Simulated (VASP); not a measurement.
# Fe (P6_3/mmc) in VASP: single point with PBE

Aim: the single point of Fe with PBE.

All numbers are computed with VASP 6.6.1; they aren't measurements. Logs are shortened: lines on timing, memory, paths and dates and some standing lists are left out, and cuts for length are marked.

## 1. The cell of the first run

Symmetry: P6_3/mmc, No. 194, hexagonal system. Conventional cell: a = 2.482 Å, b = 2.482 Å, c = 3.917 Å, α = 90.00°, β = 90.00°, γ = 120.00°. Fe (site symmetry -6m2) has 12 Fe at 2.43 to 2.48 Å within 3.2 Å.

## 2. Single point, PBE (volume scaled by 1.06)

The input, INCAR:

```
SYSTEM = Fe
PREC = Accurate
ENCUT = 520
EDIFF = 1E-7
ISMEAR = -1
SIGMA = 0.08
LREAL = .False.
LASPH = .True.
NELM = 60
ALGO = Normal
ISIF = 2
LWAVE = .False.
LCHARG = .False.
GGA = PE
NBANDS = 15
```

The input, KPOINTS:

```
Automatic mesh
0
Gamma
  17 17 10
  0 0 0
```

The input, POSCAR:

```
Fe
1.0
    2.4818982858      0.0000000000      0.0000000000
   -1.2409491429      2.1493869651      0.0000000000
    0.0000000000      0.0000000000      3.9172856485
Fe
2
Direct
    0.3333333333      0.6666666667      0.2500000000
    0.6666666667      0.3333333333      0.7500000000
```

Potentials or basis: VASP PAW PBE potentials, release 64 (Fe).

Started as:

```
cat potpaw_PBE.64/Fe/POTCAR > POTCAR
mpirun -np 1 vasp_std > vasp.out
```

OUTCAR:

```text
SYSTEM = Fe
   PREC = Accurate
   ENCUT = 520
   EDIFF = 1E-7
   ISMEAR = -1
   LREAL = .False.
   LASPH = .True.
   NELM = 60
   ISIF = 2
   GGA = PE

 ion  position               nearest neighbor table
   1  0.333  0.667  0.250-   2 2.43   2 2.43   2 2.43   2 2.43   2 2.43   2 2.43
   2  0.667  0.333  0.750-   1 2.43   1 2.43   1 2.43   1 2.43   1 2.43   1 2.43

  LATTYP: Found a hexagonal cell.
 ALAT       =     2.4818982858
 C/A-ratio  =     1.5783425416

  Lattice vectors:

 A1 = (   2.4818982858,   0.0000000000,   0.0000000000)
 A2 = (  -1.2409491429,   2.1493869651,   0.0000000000)
 A3 = (   0.0000000000,   0.0000000000,   3.9172856485)

Analysis of symmetry for initial positions (statically):
=====================================================================
 Subroutine PRICEL returns:
 Original cell was already a primitive cell.

 Routine SETGRP: Setting up the symmetry group for a
 hexagonal supercell.

 Subroutine GETGRP returns: Found 24 space group operations
 (whereof 12 operations were pure point group operations)
 out of a pool of 24 trial point group operations.

The static configuration has the point symmetry D_3d.
 The point group associated with its full space group is D_6h.

Analysis of symmetry for dynamics (positions and initial velocities):
=====================================================================
 Subroutine PRICEL returns:
 Original cell was already a primitive cell.

 Routine SETGRP: Setting up the symmetry group for a
 hexagonal supercell.

 Subroutine GETGRP returns: Found 24 space group operations
 (whereof 12 operations were pure point group operations)
 out of a pool of 24 trial point group operations.

The dynamic configuration has the point symmetry D_3d.
 The point group associated with its full space group is D_6h.

 Subroutine INISYM returns: Found 24 space group operations
 (whereof 12 operations are pure point group operations),
 and found     1 'primitive' translations

----------------------------------------------------------------------------------------

                                     Primitive cell

  volume of cell :      20.8970

  direct lattice vectors                    reciprocal lattice vectors
     2.481898286  0.000000000  0.000000000     0.402917398  0.232624468  0.000000000
    -1.240949143  2.149386965  0.000000000     0.000000000  0.465248937  0.000000000
     0.000000000  0.000000000  3.917285649     0.000000000  0.000000000  0.255278805
[... 92 lines left out ...]
   POTIM  = 0.5000    time-step for ionic-motion
   TEBEG  =    0.0;   TEEND  =   0.0 temperature during run
   PSTRESS=    0.0 pullay stress
   NELECT =      16.0000    total number of electrons
   NUPDOWN=      -1.0000    fix difference up-down
   EMIN   =  10.00;   EMAX   =-10.00  energy-range for DOS
   EFERMI =   0.00;   METHOD = LEGACY
   ISMEAR =    -1;   SIGMA  =   0.08  broadening in eV -4-tet -1-fermi 0-gaus
   EFERMI_NEDOS =   21; number of points for ismear=-14 and -15
   IALGO  =     38    algorithm
   IMIX   =      4    mixing-type and parameters
     AMIX     =   0.40;   BMIX     =  1.00
     AMIX_MAG =   1.60;   BMIX_MAG =  1.00
  volume/ion in A,a.u.               =      10.45        70.51
  Fermi-wavevector in a.u.,A,eV,Ry     =   1.497684  2.830213 30.518652  2.243058
  Thomas-Fermi vector in A             =   2.609540
   LORBIT       =      0    0 simple, 1 ext, 2 COOP (PROOUT), +10 PAW based schemes
   GGA     = PE    functional components
   LHFCALC =     F    Hartree Fock is set to
   AEXX    =    0.0000 exact exchange contribution
   IVDW    =     0    specifies the selected vdW correction
   LEPSILON=     F    determine dielectric tensor
   LRPA    =     F    only Hartree local field effects (RPA)
 non-spin polarized calculation
  energy-cutoff  :      520.00
  volume of cell :       20.90
 maximum number of plane-waves:       576
   NGX =  9   NGY =  9   NGZ = 15

 number of electron      15.9999995 magnetization

 Free energy of the ion-electron system (eV)
  ---------------------------------------------------
  ext. energy  EPLUGINS =         0.00000000
  ---------------------------------------------------
  free energy    TOTEN  =       -16.32233358 eV

  energy without entropy =      -16.26412007  energy(sigma->0) =      -16.29322683

 E-fermi :   6.6271     XC(G=0): -13.6457

 val. band max:        6.6271004805   @ k =   0.2941  -0.0000   0.0000
 cond. band min:       6.6340433291   @ k =   0.1765   0.1176   0.2000
 fundamental gap:      0.0069428486
 Fermi energy:         6.6271103626

 k-point     1 :       0.0000    0.0000    0.0000
  band No.  band energies     occupation
      1      -2.1440      2.00000
      2       1.8470      2.00000
      3       5.0377      2.00000
      4       5.0377      2.00000
      5       5.1709      2.00000
      6       5.4870      2.00000
      7       5.4870      2.00000
      8       5.8053      1.99993
      9       5.8053      1.99993
     10       7.1815      0.00195
     11       7.3109      0.00039
     12       7.3109      0.00039
     13      15.1720      0.00000
     14      28.3003      0.00000
[... 401 lines left out ...]
      2       3.1002      2.00000
      3       3.4211      2.00000
      4       3.6039      2.00000
      5       4.8075      2.00000
      6       5.1839      2.00000
      7       5.5510      2.00000
      8       6.1816      1.99240
      9       6.7330      0.42042
     10       7.2333      0.00102
     11       7.5148      0.00003
     12      13.7881      0.00000
     13      15.6515      0.00000
     14      19.7541      0.00000
     15      20.4532      0.00000

 [... further k-points ...]

------------------------ aborting loop because EDIFF is reached ----------------------------------------

  FORCE on cell =-STRESS in cart. coord.  units (eV):
  Direction    XX          YY          ZZ          XY          YZ          ZX
  --------------------------------------------------------------------------------------
  -------------------------------------------------------------------------------------
  Total       -0.9210140     -0.9210140     -0.8749707     -0.0000000      0.0000000      0.0000000
  in kB      -70.6143491    -70.6143491    -67.0842025     -0.0000000      0.0000000      0.0000000
  external PRESSURE =     -69.4376335 kB  Pullay stress =       0.0000000 kB

 VOLUME and BASIS-vectors are now :
 -----------------------------------------------------------------------------
  energy-cutoff  :      520.00
  volume of cell :       20.90
      direct lattice vectors                 reciprocal lattice vectors
     2.481898286  0.000000000  0.000000000     0.402917398  0.232624468  0.000000000
    -1.240949143  2.149386965  0.000000000     0.000000000  0.465248937  0.000000000
     0.000000000  0.000000000  3.917285649     0.000000000  0.000000000  0.255278805

 POSITION                                       TOTAL-FORCE (eV/Angst)
 -----------------------------------------------------------------------------------
     -0.00000      1.43292      0.97932        -0.000000      0.000000      0.000000
      1.24095      0.71646      2.93796         0.000000     -0.000000      0.000000
 -----------------------------------------------------------------------------------
    total drift:                               -0.000000      0.000000     -0.000000

  FREE ENERGIE OF THE ION-ELECTRON SYSTEM (eV)
  ---------------------------------------------------
  free  energy   TOTEN  =       -16.3223335825 eV

  energy  without entropy=      -16.2641200677  energy(sigma->0) =      -16.29322683
```

stdout:

```text
POSCAR found type information on POSCAR Fe
 POSCAR found :  1 types and       2 ions
 scaLAPACK will be used
 LDA part: xc-table for (Slater+PW92), standard interpolation
 POSCAR, INCAR and KPOINTS ok, starting setup
 FFT: planning ... GRIDC
 FFT: planning ... GRID_SOFT
 FFT: planning ... GRID
 WAVECAR not read
 entering main loop
```

Wall time 40 s (1 thread of Intel Xeon Platinum 8488C (Sapphire Rapids), shared host); peak memory 0.16 GiB.

What came out:

* Free energy: -16.3223 eV
* Pressure: -6.9 GPa
* Band gap on the k mesh: zero (band 8 reaches 7.42 eV, above the bottom of band 9 at 5.68 eV)

Stress tensor (GPa, compression positive):
```
-7.06  0.00  0.00
 0.00 -7.06  0.00
 0.00  0.00 -6.71
```

Caveat: the run has no spin polarisation, though such a crystal can be magnetic. Spin polarisation is off, so any magnetic state and its effect on volume and gap are missing.
